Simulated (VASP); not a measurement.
# P (Cmce) in VASP: a series of runs, part 2 of 2

VASP 6.6.1. The steps go on from the part before.

### 3 Single point, PBE+D3(BJ) (biaxial strain in the a-b plane: -2.0 %, then relaxed in part)

INCAR

```
  PREC = Accurate
  ENCUT = 520
  EDIFF = 1E-6
  ISMEAR = 0
  SIGMA = 0.1
  LREAL = F
  LASPH = T
  NELM = 100
  ALGO = Normal
  ISIF = 2
  LWAVE = F
  LCHARG = F
  GGA = PE
  IVDW = 12
  NBANDS = 30
```

KPOINTS

```
regular mesh
0
Gamma
  10 4 8
```

POSCAR

```
P
1.0
    3.2560737883      0.0000000000      0.0000000000
    0.0000000000      9.9876902897      0.0000000000
    0.0000000000      0.0000000000      4.2418836647
P
8
Direct
    0.0000000000      0.8918840085      0.9264336222
    0.5000000000      0.8918840085      0.5735663778
    0.5000000000      0.6081159915      0.0735663778
    0.0000000000      0.6081159915      0.4264336222
    0.5000000000      0.3918840085      0.9264336222
    0.0000000000      0.3918840085      0.5735663778
    0.0000000000      0.1081159915      0.0735663778
    0.5000000000      0.1081159915      0.4264336222
```

Potentials or basis: VASP PAW PBE potentials, release 64 (P).

On the command line:

```
$ cat potpaw_PBE.64/P/POTCAR > POTCAR
$ mpirun -np 1 vasp_std > vasp.out
```

OUTCAR:

```text
PREC = Accurate
   ENCUT = 520
   EDIFF = 1E-6
   ISMEAR = 0
   LREAL = F
   LASPH = T
   NELM = 100
   ISIF = 2
   GGA = PE
   IVDW = 12
 IVDW          = 12

 ion  position               nearest neighbor table
   1  0.000  0.892  0.926-   2 2.21   2 2.21   7 2.25
   2  0.500  0.892  0.574-   1 2.21   1 2.21   8 2.25
   3  0.500  0.608  0.074-   4 2.21   4 2.21   5 2.25
   4  0.000  0.608  0.426-   3 2.21   3 2.21   6 2.25
   5  0.500  0.392  0.926-   6 2.21   6 2.21   3 2.25
   6  0.000  0.392  0.574-   5 2.21   5 2.21   4 2.25
   7  0.000  0.108  0.074-   8 2.21   8 2.21   1 2.25
   8  0.500  0.108  0.426-   7 2.21   7 2.21   2 2.25

  LATTYP: Found a simple orthorhombic cell.
 ALAT       =     3.2560737883
 B/A-ratio  =     1.3027602998
 C/A-ratio  =     3.0674029334

  Lattice vectors:

 A1 = (  -3.2560737883,   0.0000000000,   0.0000000000)
 A2 = (   0.0000000000,   0.0000000000,   4.2418836647)
 A3 = (   0.0000000000,   9.9876902897,   0.0000000000)

Analysis of symmetry for initial positions (statically):
=====================================================================
 Subroutine PRICEL returns following result:

  LATTYP: Found a base centered orthorhombic cell.
 ALAT       =     3.2560737883
 B/A-ratio  =     3.0674029334
 C/A-ratio  =     1.3027602998

  Lattice vectors:

 A1 = (  -1.6280368941,   4.9938451449,   0.0000000000)
 A2 = (  -1.6280368942,  -4.9938451448,   0.0000000000)
 A3 = (   0.0000000000,   0.0000000000,   4.2418836647)

   2 primitive cells build up your supercell.

 Routine SETGRP: Setting up the symmetry group for a
 simple orthorhombic supercell.

 Subroutine GETGRP returns: Found  8 space group operations
 (whereof  4 operations were pure point group operations)
 out of a pool of  8 trial point group operations.

The static configuration has the point symmetry C_2h.
 The point group associated with its full space group is D_2h.

Analysis of symmetry for dynamics (positions and initial velocities):
=====================================================================
 Subroutine PRICEL returns following result:

  LATTYP: Found a base centered orthorhombic cell.
 ALAT       =     3.2560737883
 B/A-ratio  =     3.0674029334
 C/A-ratio  =     1.3027602998

  Lattice vectors:

 A1 = (  -1.6280368941,   4.9938451449,   0.0000000000)
 A2 = (  -1.6280368942,  -4.9938451448,   0.0000000000)
 A3 = (   0.0000000000,   0.0000000000,   4.2418836647)

   2 primitive cells build up your supercell.

 Routine SETGRP: Setting up the symmetry group for a
 simple orthorhombic supercell.

 Subroutine GETGRP returns: Found  8 space group operations
 (whereof  4 operations were pure point group operations)
 out of a pool of  8 trial point group operations.

The dynamic configuration has the point symmetry C_2h.
 The point group associated with its full space group is D_2h.

[... 43 lines left out ...]
     0.000000000  0.025030812  0.000000000     0.000000000  0.250000000  0.000000000
     0.000000000  0.000000000  0.029468041     0.000000000  0.000000000  0.125000000

  Length of vectors
     0.030711835  0.025030812  0.029468041

  Shift w.r.t. Gamma in fractional coordinates (k-lattice)
     0.000000000  0.000000000  0.000000000

 Subroutine IBZKPT returns following result:
 ===========================================

 Found     90 irreducible k-points:

 Following reciprocal coordinates:
            Coordinates               Weight
  0.000000  0.000000  0.000000      1.000000
  0.100000  0.000000  0.000000      2.000000
  0.200000  0.000000  0.000000      2.000000
  0.300000  0.000000  0.000000      2.000000
  0.400000  0.000000  0.000000      2.000000
  0.500000  0.000000  0.000000      1.000000
[... 16 lines left out ...]
  0.400000  0.000000  0.125000      4.000000
  0.500000  0.000000  0.125000      2.000000
 [... further k-points ...]
   k-points           NKPTS =     90   k-points in BZ     NKDIM =     90   number of bands    NBANDS=     30
   number of dos      NEDOS =    301   number of ions     NIONS =      8
   total plane-waves  NPLWV =  61440
   dimension x,y,z NGX =    24 NGY =   80 NGZ =   32
   dimension x,y,z NGXF=    48 NGYF=  160 NGZF=   64
   ions per type =               8
   NGX,Y,Z   is equivalent  to a cutoff of  12.25, 13.32, 12.54 a.u.
   NGXF,Y,Z  is equivalent  to a cutoff of  24.51, 26.63, 25.08 a.u.
 SYSTEM =  unknown system
   PREC   = accura    normal or accurate (medium, high low for compatibility)
   ISTART =      0    job   : 0-new  1-cont  2-samecut
   ICHARG =      2    charge: 1-file 2-atom 10-const
   ISPIN  =      1    spin polarized calculation?
   LNONCOLLINEAR =      F non collinear calculations
   LSORBIT =      F    spin-orbit coupling
   LASPH  =      T    aspherical Exc in radial PAW
   ENCUT  =  520.0 eV  38.22 Ry    6.18 a.u.   6.05 18.57  7.89*2*pi/ulx,y,z
   NELM   =    100;   NELMIN=  2; NELMDL= -5     # of ELM steps
   EDIFF  = 0.1E-05   stopping-criterion for ELM
   LREAL  =      F    real-space projection
[... 7 lines left out ...]
   TEBEG  =    0.0;   TEEND  =   0.0 temperature during run
   PSTRESS=    0.0 pullay stress
   NELECT =      40.0000    total number of electrons
   NUPDOWN=      -1.0000    fix difference up-down
   EMIN   =  10.00;   EMAX   =-10.00  energy-range for DOS
   EFERMI =   0.00;   METHOD = LEGACY
   ISMEAR =     0;   SIGMA  =   0.10  broadening in eV -4-tet -1-fermi 0-gaus
   EFERMI_NEDOS =   21; number of points for ismear=-14 and -15
   IALGO  =     38    algorithm
   IMIX   =      4    mixing-type and parameters
     AMIX     =   0.40;   BMIX     =  1.00
     AMIX_MAG =   1.60;   BMIX_MAG =  1.00
  volume/ion in A,a.u.               =      17.24       116.37
  Fermi-wavevector in a.u.,A,eV,Ry     =   1.083566  2.047643 15.974816  1.174116
  Thomas-Fermi vector in A             =   2.219635
   LORBIT       =      0    0 simple, 1 ext, 2 COOP (PROOUT), +10 PAW based schemes
   GGA     = PE    functional components
   LHFCALC =     F    Hartree Fock is set to
   AEXX    =    0.0000 exact exchange contribution
   IVDW    =    12    specifies the selected vdW correction
   LEPSILON=     F    determine dielectric tensor
   LRPA    =     F    only Hartree local field effects (RPA)
 non-spin polarized calculation
 Gauss-broadening in eV      SIGMA  =   0.10
  energy-cutoff  :      520.00
  volume of cell :      137.95
 maximum number of plane-waves:      3754
   NGX = 13   NGY = 37   NGZ = 15

 number of electron      39.9999998 magnetization

 Free energy of the ion-electron system (eV)
  ---------------------------------------------------
  ext. energy  EPLUGINS =         0.00000000
  ---------------------------------------------------
  free energy    TOTEN  =       -42.64366852 eV

  energy without entropy =      -42.64129624  energy(sigma->0) =      -42.64248238

 E-fermi :   7.6445     XC(G=0): -10.3737

 val. band max:        7.6432861963   @ k =   0.4000   0.5000   0.0000
 cond. band min:       7.6831169092   @ k =   0.4000   0.2500   0.0000
 fundamental gap:      0.0398307129
 Fermi energy:         7.6445357863

 k-point     1 :       0.0000    0.0000    0.0000
  band No.  band energies     occupation
      1      -8.4577      2.00000
      2      -8.0372      2.00000
      3      -6.0837      2.00000
      4      -5.0815      2.00000
      5      -1.6640      2.00000
      6      -1.4191      2.00000
[... 781 lines left out ...]
     29      10.8065      0.00000
     30      10.8066      0.00000

 [... further k-points ...]

------------------------ aborting loop because EDIFF is reached ----------------------------------------

 Edisp (eV)   -3.25595

 E8    (eV) :    -1.2317

  FORCE on cell =-STRESS in cart. coord.  units (eV):
  Direction    XX          YY          ZZ          XY          YZ          ZX
  --------------------------------------------------------------------------------------
  -------------------------------------------------------------------------------------
  Total       2.45270     1.28225    -0.31169     0.00000     0.00000     0.00000
  in kB      28.48636    14.89238    -3.62008     0.00000     0.00000     0.00000
  external pressure =       13.25 kB  Pullay stress =        0.00 kB

 VOLUME and BASIS-vectors are now :
 -----------------------------------------------------------------------------
  energy-cutoff  :      520.00
  volume of cell :      137.95
      direct lattice vectors                 reciprocal lattice vectors
     3.256073788  0.000000000  0.000000000     0.307118347  0.000000000  0.000000000
     0.000000000  9.987690290  0.000000000     0.000000000  0.100123249  0.000000000
     0.000000000  0.000000000  4.241883665     0.000000000  0.000000000  0.235744325

 POSITION                                       TOTAL-FORCE (eV/Angst)
 -----------------------------------------------------------------------------------
      0.00000      8.90786      3.92982        -0.000000      0.041941     -0.046165
      1.62804      8.90786      2.43300        -0.000000      0.041941      0.046165
      1.62804      6.07367      0.31206        -0.000000     -0.041941      0.046165
      0.00000      6.07367      1.80888         0.000000     -0.041941     -0.046165
      1.62804      3.91402      3.92982        -0.000000      0.041941     -0.046165
      0.00000      3.91402      2.43300         0.000000      0.041941      0.046165
      0.00000      1.07983      0.31206        -0.000000     -0.041941      0.046165
      1.62804      1.07983      1.80888         0.000000     -0.041941     -0.046165
 -----------------------------------------------------------------------------------
    total drift:                               -0.000000     -0.000000     -0.000000

  FREE ENERGIE OF THE ION-ELECTRON SYSTEM (eV)
  ---------------------------------------------------
  free  energy   TOTEN  =       -45.8996166135 eV

  energy  without entropy=      -45.8972443334  energy(sigma->0) =      -45.89843047
```

It took 3.1 min on 1 thread of Intel Xeon Platinum 8259CL at 2.50GHz (Skylake/Cascade Lake), shared host; peak memory 0.4 GiB.

What came out:

```yaml
Free_energy: -45.8996 eV
Pressure: 1.3 GPa
Largest_force: 0.062 eV/Å
Band_gap_on_the_k_mesh: zero (bands 20 and 21 overlap by 0.38 eV)
Dispersion_energy_per_atom: -0.407 eV
```

Forces in eV/Å, atoms in the order of the input:
```
P    0.000  0.042 -0.046
P    0.000  0.042  0.046
P    0.000 -0.042  0.046
P    0.000 -0.042 -0.046
P    0.000  0.042 -0.046
P    0.000  0.042  0.046
P    0.000 -0.042  0.046
P    0.000 -0.042 -0.046
```

Caveat: the cell differs from its parent crystal (biaxial strain in the a-b plane: -2.0 %, then relaxed in part).

The gap in the log of VASP goes by the Fermi energy; the results here count the filled bands.